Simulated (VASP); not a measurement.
# Os3Au in VASP: notebook, part 3 of 3

VASP 6.6.1. The steps go on from the part before.

## (4) Single point, PBE

File INCAR:

```
  PREC = Accurate
  ENCUT = 520
  EDIFF = 1E-6
  ISMEAR = 0
  SIGMA = 0.1
  LREAL = False
  LASPH = True
  NELM = 80
  ALGO = Fast
  ISIF = 2
  LWAVE = False
  LCHARG = False
  GGA = PE
  NBANDS = 26
```

File KPOINTS:

```
regular mesh
0
Gamma
  16 16 6
```

File POSCAR:

```
Os3Au
1.0
    2.7603526435      0.0000000000      0.0000000000
    0.0000000000      2.7603526435      0.0000000000
    0.0000000000      0.0000000000      7.9466733302
Os Au
3 1
Direct
    0.5000000000      0.5000000000      0.2333219862
    0.0000000000      0.0000000000      0.0000000000
    0.5000000000      0.5000000000      0.7666780138
    0.0000000000      0.0000000000      0.5000000000
```

Potentials or basis: VASP PAW PBE potentials, release 64 (Os, Au).

On the command line:

```sh
$ cat potpaw_PBE.64/Os/POTCAR potpaw_PBE.64/Au/POTCAR > POTCAR
$ mpirun -np 1 vasp_std > vasp.out
```

OUTCAR:

```text
PREC = Accurate
   ENCUT = 520
   EDIFF = 1E-6
   ISMEAR = 0
   LREAL = False
   LASPH = True
   NELM = 80
   ISIF = 2
   GGA = PE

 ion  position               nearest neighbor table
   1  0.500  0.500  0.233-   2 2.69   2 2.69   2 2.69   2 2.69   4 2.88   4 2.88   4 2.88   4 2.88

   2  0.000  0.000  0.000-   1 2.69   3 2.69   1 2.69   3 2.69   1 2.69   3 2.69   1 2.69   3 2.69

   3  0.500  0.500  0.767-   2 2.69   2 2.69   2 2.69   2 2.69   4 2.88   4 2.88   4 2.88   4 2.88

   4  0.000  0.000  0.500-   1 2.88   3 2.88   1 2.88   3 2.88   1 2.88   3 2.88   1 2.88   3 2.88

  LATTYP: Found a simple tetragonal cell.
 ALAT       =     2.7603526435
 C/A-ratio  =     2.8788616371

  Lattice vectors:

 A1 = (   2.7603526435,   0.0000000000,   0.0000000000)
 A2 = (   0.0000000000,   2.7603526435,   0.0000000000)
 A3 = (   0.0000000000,   0.0000000000,   7.9466733302)

Analysis of symmetry for initial positions (statically):
=====================================================================
 Subroutine PRICEL returns:
 Original cell was already a primitive cell.

 Routine SETGRP: Setting up the symmetry group for a
 simple tetragonal supercell.

 Subroutine GETGRP returns: Found 16 space group operations
 (whereof 16 operations were pure point group operations)
 out of a pool of 16 trial point group operations.

The static configuration has the point symmetry D_4h.

Analysis of symmetry for dynamics (positions and initial velocities):
=====================================================================
 Subroutine PRICEL returns:
 Original cell was already a primitive cell.

 Routine SETGRP: Setting up the symmetry group for a
 simple tetragonal supercell.

 Subroutine GETGRP returns: Found 16 space group operations
 (whereof 16 operations were pure point group operations)
 out of a pool of 16 trial point group operations.

The dynamic configuration has the point symmetry D_4h.

 Subroutine INISYM returns: Found 16 space group operations
 (whereof 16 operations are pure point group operations),
 and found     1 'primitive' translations

----------------------------------------------------------------------------------------

                                     Primitive cell

  volume of cell :      60.5500

  direct lattice vectors                    reciprocal lattice vectors
     2.760352644  0.000000000  0.000000000     0.362272553  0.000000000  0.000000000
     0.000000000  2.760352644  0.000000000     0.000000000  0.362272553  0.000000000
     0.000000000  0.000000000  7.946673330     0.000000000  0.000000000  0.125838821

  length of vectors
     2.760352644  2.760352644  7.946673330     0.362272553  0.362272553  0.125838821

  position of ions in fractional coordinates (direct lattice)
     0.500000000  0.500000000  0.233321986
     0.000000000  0.000000000  0.000000000
     0.500000000  0.500000000  0.766678014
     0.000000000  0.000000000  0.500000000

  ion indices of the primitive-cell ions
   primitive index   ion index
                 1           1
                 2           2
                 3           3
                 4           4

----------------------------------------------------------------------------------------
[... 26 lines left out ...]
            Coordinates               Weight
  0.000000  0.000000  0.000000      1.000000
  0.062500  0.000000  0.000000      4.000000
  0.125000  0.000000  0.000000      4.000000
  0.187500  0.000000  0.000000      4.000000
  0.250000  0.000000  0.000000      4.000000
  0.312500  0.000000  0.000000      4.000000
[... 16 lines left out ...]
  0.437500  0.125000  0.000000      8.000000
  0.500000  0.125000  0.000000      4.000000
 [... further k-points ...]
   k-points           NKPTS =    180   k-points in BZ     NKDIM =    180   number of bands    NBANDS=     26
   number of dos      NEDOS =    301   number of ions     NIONS =      4
   total plane-waves  NPLWV =  34560
   dimension x,y,z NGX =    24 NGY =   24 NGZ =   60
   dimension x,y,z NGXF=    48 NGYF=   48 NGZF=  120
   ions per type =               3   1
   NGX,Y,Z   is equivalent  to a cutoff of  14.45, 14.45, 12.55 a.u.
   NGXF,Y,Z  is equivalent  to a cutoff of  28.91, 28.91, 25.10 a.u.
 SYSTEM =  unknown system
   PREC   = accura    normal or accurate (medium, high low for compatibility)
   ISTART =      0    job   : 0-new  1-cont  2-samecut
   ICHARG =      2    charge: 1-file 2-atom 10-const
   ISPIN  =      1    spin polarized calculation?
   LNONCOLLINEAR =      F non collinear calculations
   LSORBIT =      F    spin-orbit coupling
   LASPH  =      T    aspherical Exc in radial PAW
   ENCUT  =  520.0 eV  38.22 Ry    6.18 a.u.   5.13  5.13 14.78*2*pi/ulx,y,z
   NELM   =     80;   NELMIN=  2; NELMDL= -5     # of ELM steps
   EDIFF  = 0.1E-05   stopping-criterion for ELM
   LREAL  =      F    real-space projection
   EDIFFG = 0.1E-04   stopping-criterion for IOM
   NSW    =      0    number of steps for IOM
   IBRION =     -1    ionic relax: 0-MD 1-quasi-New 2-CG
   NFREE  =      0    steps in history (QN), initial steepest desc. (CG)
   ISIF   =      2    stress and relaxation
   ISYM   =      2    0-nonsym 1-usesym 2-fastsym
   POTIM  = 0.5000    time-step for ionic-motion
   TEBEG  =    0.0;   TEEND  =   0.0 temperature during run
   PSTRESS=    0.0 pullay stress
   NELECT =      35.0000    total number of electrons
   NUPDOWN=      -1.0000    fix difference up-down
   EMIN   =  10.00;   EMAX   =-10.00  energy-range for DOS
   EFERMI =   0.00;   METHOD = LEGACY
   ISMEAR =     0;   SIGMA  =   0.10  broadening in eV -4-tet -1-fermi 0-gaus
   EFERMI_NEDOS =   21; number of points for ismear=-14 and -15
   IALGO  =     68    algorithm
   IMIX   =      4    mixing-type and parameters
     AMIX     =   0.40;   BMIX     =  1.00
     AMIX_MAG =   1.60;   BMIX_MAG =  1.00
  volume/ion in A,a.u.               =      15.14       102.15
  Fermi-wavevector in a.u.,A,eV,Ry     =   1.363723  2.577062 25.303287  1.859739
  Thomas-Fermi vector in A             =   2.490101
   LORBIT       =      0    0 simple, 1 ext, 2 COOP (PROOUT), +10 PAW based schemes
   GGA     = PE    functional components
   LHFCALC =     F    Hartree Fock is set to
   AEXX    =    0.0000 exact exchange contribution
   IVDW    =     0    specifies the selected vdW correction
   LEPSILON=     F    determine dielectric tensor
   LRPA    =     F    only Hartree local field effects (RPA)
 non-spin polarized calculation
 RMM-DIIS sequential band-by-band and
 Gauss-broadening in eV      SIGMA  =   0.10
  energy-cutoff  :      520.00
  volume of cell :       60.55
 maximum number of plane-waves:      1648
 NGX is ok and might be reduce to    24
   NGX = 11   NGY = 11   NGZ = 29

 number of electron      35.0000000 magnetization

 Free energy of the ion-electron system (eV)
  ---------------------------------------------------
  ext. energy  EPLUGINS =         0.00000000
  ---------------------------------------------------
  free energy    TOTEN  =       -35.36300298 eV

  energy without entropy =      -35.34209127  energy(sigma->0) =      -35.35254712

 E-fermi :   9.0566     XC(G=0): -13.5464

 val. band max:        9.0528544824   @ k =   0.4375   0.0000   0.0000
 cond. band min:       9.0583318179   @ k =   0.0000   0.0000   0.5000
 fundamental gap:      0.0054773355
 Fermi energy:         9.0565693109

 k-point     1 :       0.0000    0.0000    0.0000
  band No.  band energies     occupation
      1      -1.3484      2.00000
      2       1.1467      2.00000
      3       1.6897      2.00000
      4       1.7885      2.00000
      5       2.1450      2.00000
      6       3.0456      2.00000
[... 685 lines left out ...]
     25      15.2721      0.00000
     26      16.0123      0.00000

 [... further k-points ...]

------------------------ aborting loop because EDIFF is reached ----------------------------------------

  FORCE on cell =-STRESS in cart. coord.  units (eV):
  Direction    XX          YY          ZZ          XY          YZ          ZX
  --------------------------------------------------------------------------------------
  -------------------------------------------------------------------------------------
  Total       -0.0930586     -0.0930586     -0.0908116      0.0000000      0.0000000      0.0000000
  in kB       -2.4623655     -2.4623655     -2.4029086      0.0000000      0.0000000      0.0000000
  external PRESSURE =      -2.4425466 kB  Pullay stress =       0.0000000 kB

 VOLUME and BASIS-vectors are now :
 -----------------------------------------------------------------------------
  energy-cutoff  :      520.00
  volume of cell :       60.55
      direct lattice vectors                 reciprocal lattice vectors
     2.760352644  0.000000000  0.000000000     0.362272553  0.000000000  0.000000000
     0.000000000  2.760352644  0.000000000     0.000000000  0.362272553  0.000000000
     0.000000000  0.000000000  7.946673330     0.000000000  0.000000000  0.125838821

 POSITION                                       TOTAL-FORCE (eV/Angst)
 -----------------------------------------------------------------------------------
      1.38018      1.38018      1.85413        -0.000000     -0.000000     -0.003769
      0.00000      0.00000      0.00000        -0.000000      0.000000      0.000000
      1.38018      1.38018      6.09254         0.000000      0.000000      0.003769
      0.00000      0.00000      3.97334        -0.000000      0.000000      0.000000
 -----------------------------------------------------------------------------------
    total drift:                                0.000000     -0.000000     -0.000000

  FREE ENERGIE OF THE ION-ELECTRON SYSTEM (eV)
  ---------------------------------------------------
  free  energy   TOTEN  =       -35.3630029769 eV

  energy  without entropy=      -35.3420912716  energy(sigma->0) =      -35.35254712
```

stdout:

```text
POSCAR found type information on POSCAR OsAu
 POSCAR found :  2 types and       4 ions
 scaLAPACK will be used
 LDA part: xc-table for (Slater+PW92), standard interpolation
 POSCAR, INCAR and KPOINTS ok, starting setup
 FFT: planning ... GRIDC
 FFT: planning ... GRID_SOFT
 FFT: planning ... GRID
 WAVECAR not read
 entering main loop
```

Wall time 2.6 min (1 thread of Intel Xeon Platinum 8488C (Sapphire Rapids), shared host); peak memory 0.37 GiB.

Results:

```
Free energy   : -35.3630 eV
Pressure      : -0.2 GPa
Largest force : 0.004 eV/Å
```

Forces in eV/Å, atoms in the order of the input:
```
Os   0.000  0.000 -0.004
Os   0.000  0.000  0.000
Os   0.000  0.000  0.004
Au   0.000  0.000  0.000
```

Levels at points of the mesh, in eV from the Fermi level:
| k point | band 16 | band 17 | band 18 | band 19 | band 20 | band 21 |
| --- | --- | --- | --- | --- | --- | --- |
| (0.00, 0.00, 0.00) | -0.61 | -0.61 | -0.18 | -0.01 | 1.13 | 1.83 |
| (0.50, 0.00, 0.00) | -0.66 | -0.55 | -0.33 | -0.03 | 1.72 | 1.74 |
| (0.50, 0.50, 0.00) | 1.57 | 1.65 | 1.93 | 1.93 | 2.58 | 2.96 |
| (0.00, 0.00, 0.50) | -0.31 | -0.13 | -0.04 | 0.00 | 0.00 | 1.18 |
| (0.50, 0.00, 0.50) | -2.22 | -0.73 | 0.21 | 0.29 | 1.55 | 1.66 |
| (0.50, 0.50, 0.50) | 1.01 | 1.01 | 2.58 | 2.96 | 2.97 | 4.87 |

Caveat: spin-orbit coupling is left out, which moves the levels of the heavy elements.

## (5) Summary

```csv
cell,k mesh,smearing,gap on the mesh (eV),pressure (GPa),largest force (eV/Å)
"a = 2.753, b = 2.753, c = 7.985 Å, angles 90.0, 90.0, 90.1°, 4 atoms",7 × 7 × 3,gaussian 0.2 eV,none,0.2,0.03
"a = 2.761, b = 2.761, c = 15.879 Å, 8 atoms",8 × 8 × 2,gaussian 0.2 eV,none,-0.3,0.05
"a = 2.760, b = 2.760, c = 7.947 Å, 4 atoms",16 × 16 × 6,gaussian 0.1 eV,none,-0.2,-
```

Alike in all rows: task single point; level PBE; potentials or basis VASP PAW PBE potentials, release 64 (Os, Au); no spin polarisation; cutoff (eV) 520.

Caveats: spin-orbit coupling is left out, which moves the levels of the heavy elements.

Total energies depend on the potentials used, so only differences within one code and one set of settings carry meaning.
